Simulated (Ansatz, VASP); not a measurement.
Mg5Te3 in VASP and in Ansatz

```
CELL_PARAMETERS angstrom
3.90707 0.00000 0.00000
0.00000 3.90707 0.00000
0.00000 0.00000 13.26174
ATOMIC_POSITIONS crystal
Mg 0.00000 0.00000 0.87635
Mg 0.00000 0.00000 0.12365
Mg 0.00000 0.00000 0.37908
Mg 0.00000 0.00000 0.62092
Mg 0.50000 0.50000 0.00000
Te 0.50000 0.50000 0.21844
Te 0.50000 0.50000 0.50000
Te 0.50000 0.50000 0.78156
```

Change from the starting cell: species swapped into the Zn5Pd3 type (P4/mmm, No. 123).

Alike in both runs: functional PBE; k mesh 5 × 5 × 2; occupations gaussian, width 0.2 eV; no spin polarisation.

Ansatz relaxed the structure, and its values are those at the end. VASP's run is a single point on that final structure, the one shown.

|  | VASP | Ansatz |
| --- | --- | --- |
| version | VASP 6.6.1 | Ansatz 0.2.0 |
| potentials or method | VASP PAW PBE potentials, release 64 (Mg, Te), cutoff 520 eV | scalar-relativistic, plane waves, PAW |
| valence electrons in the cell | 28 | 98 |

Ansatz gave:

```
gap on the k mesh at the Fermi level (eV) : none
pressure (GPa)                            : 0.0
rms of the force components (eV/Å)        : 0.002
```

Q: Which values does VASP return?

A: gap on the k mesh at the Fermi level (eV): none; pressure (GPa): -0.1; rms of the force components (eV/Å): 0.003.

A gap of «none» marks a metal or a gap that the smearing closes. With one functional, cell and mesh, what is left measures potentials, basis and numerics. VASP's potentials hold 28 valence electrons a cell and Ansatz's 98, so a difference there can come from the potentials and not from the codes.

Neither program's run includes spin-orbit coupling.
